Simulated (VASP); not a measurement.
Here is a VASP 6.6.1 calculation.

INCAR

```
ALGO = Normal
EDIFF = 1E-7
ENCUT = 520
GGA = PE
ISIF = 2
ISMEAR = 0
LASPH = True
LCHARG = True
LELF = True
LREAL = False
LVHAR = True
LWAVE = False
NBANDS = 12
NELM = 100
PREC = Accurate
SIGMA = 0.024
```

Contents of KPOINTS:

```
k-points
0
Gamma
  11 11 11
```

The input POSCAR:

```
Au
1.0
    0.0000000000      2.0350000000      2.0350000000
    2.0350000000      0.0000000000      2.0350000000
    2.0350000000      2.0350000000      0.0000000000
Au
1
Direct
    0.0000000000      0.0000000000      0.0000000000
```

Potentials or basis: VASP PAW PBE potentials, release 64 (Au).

Run with:

```sh
$ cat potpaw_PBE.64/Au/POTCAR > POTCAR
$ mpirun -np 1 vasp_std > vasp.out
```

Predict the pressure.

10.5 GPa.
